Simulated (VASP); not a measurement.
The system is Sr2TeO.

```
O Sr Te
1.0
     4.35631    0.00000    0.00000
     0.00000    4.35631    0.00000
     0.00000    0.00000    6.17239
O Sr Te
1 2 1
Cartesian
  0.0000 0.0000 0.0000
  0.0000 0.0000 3.0862
  2.1782 2.1782 0.0000
  2.1782 2.1782 3.0862
```

Base run:

```yaml
Program: VASP 6.6.1
Functional: r2SCAN
Potentials_or_basis: VASP PAW PBE potentials, release 64 (O, Sr_sv, Te)
Cutoff: 520 eV
k_mesh: 4 × 4 × 4
Occupations: gaussian, width 0.01 eV
Spin: no spin polarisation
```

Its results: band gap on the k mesh 1.82 eV, direct; pressure 0.2 GPa.

**Question.** The run is repeated on the same cell with these changes: functional from r2SCAN to PBE. What comes out?

**Answer.** Band gap on the k mesh 1.45 eV, direct; pressure 0.7 GPa.

r2SCAN gives the wider gap, since meta-GGAs in the generalised Kohn-Sham scheme recover part of the derivative discontinuity.

Caveats: spin-orbit coupling is left out, which moves the levels of the heavy elements; the PAW data sets were made with another functional, which shifts forces and pressure a little (some runs).

A k mesh can miss the band edges.
